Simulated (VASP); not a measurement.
La:

```
La
1.0
    -2.11629    2.11629    2.11629
     2.11629   -2.11629    2.11629
     2.11629    2.11629   -2.11629
La
1
Direct
  0.00000 0.00000 0.00000
```

This isn't the form of La at room conditions, which is double hcp.

Base run:

```yaml
Program: VASP 6.6.1
Functional: PBE
Potentials_or_basis: VASP PAW PBE potentials, release 64 (La)
Cutoff: 520 eV
k_mesh: 17 × 17 × 17
Occupations: fermi-dirac, width 0.05 eV
Spin: collinear spin
Starting_moments: "[0.344] μB"
```

Its results: pressure 0.0 GPa; net moment 0.45 μB per cell; site moments La +0.21 μB.

Task: The run is repeated on the same cell with these changes: k mesh from 17 × 17 × 17 to 11 × 11 × 11; moments at the start from [0.34] to [1.0]. What comes out?

Result: Pressure 0.0 GPa; net moment 0.56 μB per cell; site moments La +0.26 μB.
